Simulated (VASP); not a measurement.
# Mo (Im-3m) in VASP: notebook

Runs on Mo. Level: PBEsol. Tasks: single point, relaxation of cell and atoms.

Everything below comes from runs of VASP 6.6.1. Logs are shortened: lines on timing, memory, paths and dates and some standing lists are left out, and cuts for length are marked.

### 1 The cell of the first run

Symmetry: Im-3m, No. 229, cubic system. The conventional cell has a = 3.128 Å, b = 3.128 Å, c = 3.128 Å, α = 90.00°, β = 90.00°, γ = 90.00°. Within 3.6 Å of Mo (site symmetry m-3m) lie 14 Mo at 2.71 to 3.13 Å.

### 2 Single point, PBEsol

INCAR

```
SYSTEM = Mo
ALGO     = Normal         ! electronic algorithm
EDIFF    = 1E-7           ! SCF threshold, eV
ENCUT    = 520            ! plane-wave cutoff, eV
GGA      = PS             ! functional
ISIF     = 2              ! what is computed and relaxed
ISMEAR   = 1              ! smearing method
LASPH    = .True.         ! aspherical terms in the spheres
LCHARG   = .True.         ! write CHGCAR
LELF     = .True.         ! ELF
LREAL    = .False.        ! projectors in reciprocal space
LVHAR    = .True.       
LWAVE    = .False.        ! write WAVECAR
NBANDS   = 13             ! bands
NELM     = 80             ! most SCF steps
PREC     = Accurate       ! precision mode
SIGMA    = 0.1            ! smearing width, eV
```

KPOINTS

```
k-points
0
Gamma
  9 9 9
  0 0 0
```

POSCAR

```
Mo
1.0
   -1.5640404829      1.5640404829      1.5640404829
    1.5640404829     -1.5640404829      1.5640404829
    1.5640404829      1.5640404829     -1.5640404829
Mo
1
Direct
    0.0000000000      0.0000000000      0.0000000000
```

Potentials or basis: VASP PAW PBE potentials, release 64 (Mo_sv).

The run is started by

```sh
> cat potpaw_PBE.64/Mo_sv/POTCAR > POTCAR
> mpirun -np 1 vasp_std > vasp.out
```

OUTCAR:

```text
SYSTEM = Mo
   EDIFF = 1E-7
   ENCUT = 520
   GGA = PS
   ISIF = 2
   ISMEAR = 1
   LASPH = .True.
   LREAL = .False.
   NELM = 80
   PREC = Accurate

 ion  position               nearest neighbor table
   1  0.000  0.000  0.000-

  LATTYP: Found a body centered cubic cell.
 ALAT       =     3.1280809658

  Lattice vectors:

 A1 = (  -1.5640404829,   1.5640404829,   1.5640404829)
 A2 = (   1.5640404829,  -1.5640404829,   1.5640404829)
 A3 = (   1.5640404829,   1.5640404829,  -1.5640404829)

Analysis of symmetry for initial positions (statically):
=====================================================================
 Subroutine PRICEL returns:
 Original cell was already a primitive cell.

 Routine SETGRP: Setting up the symmetry group for a
 body centered cubic supercell.

 Subroutine GETGRP returns: Found 48 space group operations
 (whereof 48 operations were pure point group operations)
 out of a pool of 48 trial point group operations.

The static configuration has the point symmetry O_h .

Analysis of symmetry for dynamics (positions and initial velocities):
=====================================================================
 Subroutine PRICEL returns:
 Original cell was already a primitive cell.

 Routine SETGRP: Setting up the symmetry group for a
 body centered cubic supercell.

 Subroutine GETGRP returns: Found 48 space group operations
 (whereof 48 operations were pure point group operations)
 out of a pool of 48 trial point group operations.

The dynamic configuration has the point symmetry O_h .

 Subroutine INISYM returns: Found 48 space group operations
 (whereof 48 operations are pure point group operations),
 and found     1 'primitive' translations

----------------------------------------------------------------------------------------

                                     Primitive cell

  volume of cell :      15.3040

  direct lattice vectors                    reciprocal lattice vectors
    -1.564040483  1.564040483  1.564040483     0.000000000  0.319684820  0.319684820
     1.564040483 -1.564040483  1.564040483     0.319684820  0.000000000  0.319684820
     1.564040483  1.564040483 -1.564040483     0.319684820  0.319684820  0.000000000

  length of vectors
     2.708997581  2.708997581  2.708997581     0.452102608  0.452102608  0.452102608

  position of ions in fractional coordinates (direct lattice)
     0.000000000  0.000000000  0.000000000

  ion indices of the primitive-cell ions
   primitive index   ion index
                 1           1

----------------------------------------------------------------------------------------

 KPOINTS: k-points

Automatic generation of k-mesh.
 Grid dimensions read from file:
 generate k-points for:    9    9    9

 Generating k-lattice:

  Cartesian coordinates                     Fractional coordinates (reciprocal lattice)
     0.000000000  0.035520536  0.035520536     0.111111111  0.000000000  0.000000000
     0.035520536  0.000000000  0.035520536     0.000000000  0.111111111  0.000000000
     0.035520536  0.035520536  0.000000000     0.000000000  0.000000000  0.111111111

  Length of vectors
     0.050233623  0.050233623  0.050233623

  Shift w.r.t. Gamma in fractional coordinates (k-lattice)
     0.000000000  0.000000000  0.000000000

 Subroutine IBZKPT returns following result:
 ===========================================

 Found     35 irreducible k-points:

 Following reciprocal coordinates:
            Coordinates               Weight
  0.000000  0.000000  0.000000      1.000000
  0.111111  0.000000  0.000000     12.000000
  0.222222  0.000000  0.000000     12.000000
  0.333333  0.000000  0.000000     12.000000
  0.444444  0.000000  0.000000     12.000000
  0.111111  0.111111  0.000000     24.000000
[... 16 lines left out ...]
 -0.333333  0.444444  0.111111     48.000000
 -0.444444 -0.444444  0.111111     24.000000
 [... further k-points ...]
   k-points           NKPTS =     35   k-points in BZ     NKDIM =     35   number of bands    NBANDS=     13
   number of dos      NEDOS =    301   number of ions     NIONS =      1
   total plane-waves  NPLWV =   8000
   dimension x,y,z NGX =    20 NGY =   20 NGZ =   20
   dimension x,y,z NGXF=    40 NGYF=   40 NGZF=   40
   ions per type =               1
   NGX,Y,Z   is equivalent  to a cutoff of  12.27, 12.27, 12.27 a.u.
   NGXF,Y,Z  is equivalent  to a cutoff of  24.55, 24.55, 24.55 a.u.
 SYSTEM =  Mo
   PREC   = accura    normal or accurate (medium, high low for compatibility)
   ISTART =      0    job   : 0-new  1-cont  2-samecut
   ICHARG =      2    charge: 1-file 2-atom 10-const
   ISPIN  =      1    spin polarized calculation?
   LNONCOLLINEAR =      F non collinear calculations
   LSORBIT =      F    spin-orbit coupling
   LASPH  =      T    aspherical Exc in radial PAW
   ENCUT  =  520.0 eV  38.22 Ry    6.18 a.u.   5.04  5.04  5.04*2*pi/ulx,y,z
   NELM   =     80;   NELMIN=  2; NELMDL= -5     # of ELM steps
   EDIFF  = 0.1E-06   stopping-criterion for ELM
   LREAL  =      F    real-space projection
   EDIFFG = 0.1E-05   stopping-criterion for IOM
   NSW    =      0    number of steps for IOM
   IBRION =     -1    ionic relax: 0-MD 1-quasi-New 2-CG
   NFREE  =      0    steps in history (QN), initial steepest desc. (CG)
   ISIF   =      2    stress and relaxation
   ISYM   =      2    0-nonsym 1-usesym 2-fastsym
   POTIM  = 0.5000    time-step for ionic-motion
   TEBEG  =    0.0;   TEEND  =   0.0 temperature during run
   PSTRESS=    0.0 pullay stress
   NELECT =      14.0000    total number of electrons
   NUPDOWN=      -1.0000    fix difference up-down
   EMIN   =  10.00;   EMAX   =-10.00  energy-range for DOS
   EFERMI =   0.00;   METHOD = LEGACY
   ISMEAR =     1;   SIGMA  =   0.10  broadening in eV -4-tet -1-fermi 0-gaus
   EFERMI_NEDOS =   21; number of points for ismear=-14 and -15
   IALGO  =     38    algorithm
   IMIX   =      4    mixing-type and parameters
     AMIX     =   0.40;   BMIX     =  1.00
     AMIX_MAG =   1.60;   BMIX_MAG =  1.00
  volume/ion in A,a.u.               =      15.30       103.28
  Fermi-wavevector in a.u.,A,eV,Ry     =   1.589216  3.003182 34.362965  2.525607
  Thomas-Fermi vector in A             =   2.688099
   LORBIT       =      0    0 simple, 1 ext, 2 COOP (PROOUT), +10 PAW based schemes
   GGA     = PS    functional components
   LHFCALC =     F    Hartree Fock is set to
   AEXX    =    0.0000 exact exchange contribution
   IVDW    =     0    specifies the selected vdW correction
   LEPSILON=     F    determine dielectric tensor
   LRPA    =     F    only Hartree local field effects (RPA)
 non-spin polarized calculation
 Methfessel and Paxton  Order N= 1 SIGMA  =   0.10
  energy-cutoff  :      520.00
  volume of cell :       15.30
 maximum number of plane-waves:       426
   NGX =  9   NGY =  9   NGZ =  9

 number of electron      13.9999997 magnetization

 Free energy of the ion-electron system (eV)
  ---------------------------------------------------
  ext. energy  EPLUGINS =         0.00000000
  ---------------------------------------------------
  free energy    TOTEN  =       -11.79434958 eV

  energy without entropy =      -11.79346228  energy(sigma->0) =      -11.79405381

 E-fermi :  12.7326     XC(G=0): -13.6500

 val. band max:       12.6691156288   @ k =  -0.2222   0.2222   0.1111
 cond. band min:      12.7470650986   @ k =  -0.3333   0.3333   0.2222
 fundamental gap:      0.0779494698
 Fermi energy:        12.7325690232

 k-point     1 :       0.0000    0.0000    0.0000
  band No.  band energies     occupation
      1     -48.3979      2.00000
      2     -21.6338      2.00000
      3     -21.6338      2.00000
      4     -21.6338      2.00000
      5       5.4544      2.00000
      6      11.3935      2.00000
      7      11.3935      2.00000
      8      11.3935      2.00000
      9      14.4911     -0.00000
     10      14.4911     -0.00000
     11      27.6483      0.00000
     12      27.6483      0.00000
     13      27.6483      0.00000

 k-point     2 :       0.1111    0.0000    0.0000
  band No.  band energies     occupation
      1     -48.3647      2.00000
      2     -21.8221      2.00000
      3     -21.6917      2.00000
      4     -21.6353      2.00000
      5       5.9969      2.00000
      6      11.0891      2.00000
      7      11.3234      2.00000
      8      11.9182      2.00000
      9      14.1032     -0.00000
     10      14.5035     -0.00000
     11      28.0202      0.00000
     12      28.5788      0.00000
     13      28.6656      0.00000

 k-point     3 :       0.2222    0.0000    0.0000
  band No.  band energies     occupation
      1     -48.2797      2.00000
      2     -22.2834      2.00000
      3     -21.8360      2.00000
      4     -21.6393      2.00000
      5       7.2055      2.00000
      6      10.4032      2.00000
      7      11.1310      2.00000
      8      13.4020     -0.00000
      9      13.8871     -0.00000
     10      14.6063     -0.00000
     11      28.0044      0.00000
     12      29.5285      0.00000
     13      31.1015      0.00000

 k-point     4 :       0.3333    0.0000    0.0000
  band No.  band energies     occupation
      1     -48.1814      2.00000
      2     -22.7840      2.00000
      3     -21.9959      2.00000
      4     -21.6440      2.00000
      5       7.6551      2.00000
      6       9.7318      2.00000
      7      12.1047      2.00000
      8      14.2990     -0.00000
      9      14.8641      0.00000
     10      15.5207      0.00000
     11      26.3700      0.00000
     12      27.4868      0.00000
     13      34.0984      0.00000

 k-point     5 :       0.4444    0.0000    0.0000
  band No.  band energies     occupation
      1     -48.1162      2.00000
      2     -23.0988      2.00000
      3     -22.0981      2.00000
      4     -21.6471      2.00000
      5       7.3790      2.00000
      6       9.3397      2.00000
      7      13.9730     -0.00000
      8      14.6571     -0.00000
      9      15.1377      0.00000
     10      17.4109      0.00000
     11      24.9826      0.00000
     12      25.1598      0.00000
     13      30.8541      0.00000
[... 257 lines left out ...]
 k-point    22 :      -0.4444    0.4444    0.1111
  band No.  band energies     occupation
      1     -48.0925      2.00000
      2     -23.0477      2.00000
      3     -22.1658      2.00000
      4     -21.7742      2.00000
      5       7.7940      2.00000
      6       9.8989      2.00000
      7      11.9504      2.00000
      8      13.7642     -0.00000
      9      17.2592      0.00000
     10      17.3000      0.00000
     11      24.9349      0.00000
     12      26.6057      0.00000
     13      30.0080      0.00000

 k-point    23 :      -0.3333    0.4444    0.1111
  band No.  band energies     occupation
      1     -48.0886      2.00000
      2     -22.8723      2.00000
      3     -22.2687      2.00000
      4     -21.8739      2.00000
      5       8.6009      2.00000
      6       9.9644      2.00000
      7      11.0417      2.00000
      8      13.4252     -0.00000
      9      15.7799      0.00000
     10      18.2266      0.00000
     11      25.6804      0.00000
     12      28.0728      0.00000
     13      30.5313      0.00000

 k-point    24 :      -0.4444   -0.4444    0.1111
  band No.  band energies     occupation
      1     -48.0582      2.00000
      2     -22.9853      2.00000
      3     -22.3454      2.00000
      4     -21.8730      2.00000
      5       8.3419      2.00000
      6      10.2144      2.00000
      7      10.8808      2.00000
      8      13.5756     -0.00000
      9      16.5979      0.00000
     10      20.1026      0.00000
     11      23.9923      0.00000
     12      26.9119      0.00000
     13      29.6181      0.00000

 [... further k-points ...]
[... 5 lines left out ...]
  --------------------------------------------------------------------------------------
  -------------------------------------------------------------------------------------
  Total        0.0549166      0.0549166      0.0549166      0.0000000      0.0000000      0.0000000
  in kB        5.7492325      5.7492325      5.7492325      0.0000000      0.0000000      0.0000000
  external PRESSURE =       5.7492325 kB  Pullay stress =       0.0000000 kB

 VOLUME and BASIS-vectors are now :
 -----------------------------------------------------------------------------
  energy-cutoff  :      520.00
  volume of cell :       15.30
      direct lattice vectors                 reciprocal lattice vectors
    -1.564040483  1.564040483  1.564040483     0.000000000  0.319684820  0.319684820
     1.564040483 -1.564040483  1.564040483     0.319684820  0.000000000  0.319684820
     1.564040483  1.564040483 -1.564040483     0.319684820  0.319684820  0.000000000

 POSITION                                       TOTAL-FORCE (eV/Angst)
 -----------------------------------------------------------------------------------
      0.00000      0.00000      0.00000        -0.000000     -0.000000      0.000000
 -----------------------------------------------------------------------------------
    total drift:                                0.000000     -0.000000      0.000000

  FREE ENERGIE OF THE ION-ELECTRON SYSTEM (eV)
  ---------------------------------------------------
  free  energy   TOTEN  =       -11.7943495757 eV

  energy  without entropy=      -11.7934622786  energy(sigma->0) =      -11.79405381
```

Wall time 4.1 s (1 thread of Intel Xeon 6975P-C, shared host); peak memory 0.12 GiB.

What came out:

- Free energy: -11.7943 eV
- Pressure: 0.6 GPa
- Band gap on the k mesh: zero (band 7 reaches 16.18 eV, above the bottom of band 8 at 11.39 eV)

Levels at points of the mesh, in eV from the Fermi level:
```
           k point  band 4  band 5  band 6  band 7  band 8  band 9  band 10  band 11
(0.00, 0.00, 0.00)  -34.37   -7.28   -1.34   -1.34   -1.34    1.76     1.76    14.92
```

Caveat: the PAW data sets were made with another functional, which shifts forces and pressure a little.

### 3 Relaxation of cell and atoms, PBEsol

This run uses another cell than the first one, of 15.58 Å³/atom, 1.018 times its volume.

INCAR

```
ALGO = Normal ; EDIFF = 1E-7
EDIFFG = -0.02 ; ENCUT = 600
GGA = PS ; IBRION = 2
ISIF = 3 ; ISMEAR = 1
LASPH = True ; LCHARG = False
LREAL = False ; LWAVE = False
NELM = 60 ; NSW = 80
PREC = Accurate ; SIGMA = 0.1
```

KPOINTS

```
k-points
0
Gamma
  9 9 9
```

POSCAR

```
Mo
1.0
   -1.5734150000      1.5734150000      1.5734150000
    1.5734150000     -1.5734150000      1.5734150000
    1.5734150000      1.5734150000     -1.5734150000
Mo
1
Direct
    0.0000000000      0.0000000000      0.0000000000
```

Potentials or basis: VASP PAW PBE potentials, release 64 (Mo_sv).

The run is started by

```sh
> cat potpaw_PBE.64/Mo_sv/POTCAR > POTCAR
> mpirun -np 1 vasp_std > vasp.out
```

Wall time 12 s (1 thread of Intel Xeon 6975P-C, shared host); peak memory 0.15 GiB.

It converged, with:

| Quantity | Value |
| --- | --- |
| Free energy | -11.7948 eV |
| Relaxed volume | 15.33 Å³/atom |
| Relaxed cell | a = 2.711 Å, b = 2.711 Å, c = 2.711 Å, α = 109.47°, β = 109.47°, γ = 109.47° |
| Space group after relaxing (to 0.05 Å) | Im-3m (No. 229) |
| Energy gained by relaxing | 3.6 meV/atom |
| Ionic steps | 3 |
| Pressure after relaxing | -0.1 GPa |
| Band gap on the k mesh | zero (band 7 reaches 16.14 eV, above the bottom of band 8 at 11.36 eV) |

The path:
| step | energy change (eV) | largest force (eV/Å) | pressure (GPa) | volume (Å³) |
| --- | --- | --- | --- | --- |
| 1 | 0.0000 | 0.0000 | -4.47 | 15.58 |
| 2 | 0.0281 | 0.0000 | 14.94 | 14.62 |
| 3 | -0.0036 | 0.0000 | -0.08 | 15.33 |

Final structure:
```
CELL_PARAMETERS angstrom
-1.56507 1.56507 1.56507
1.56507 -1.56507 1.56507
1.56507 1.56507 -1.56507
ATOMIC_POSITIONS crystal
Mo 0.00000 0.00000 0.00000
```

Levels at points of the mesh, in eV from the Fermi level:
```csv
k point,band 5,band 6,band 7,band 8,band 9,band 10
"(0.00, 0.00, 0.00)",-7.27,-1.34,-1.34,-1.34,1.75,1.75
```

Caveat: the PAW data sets were made with another functional, which shifts forces and pressure a little.
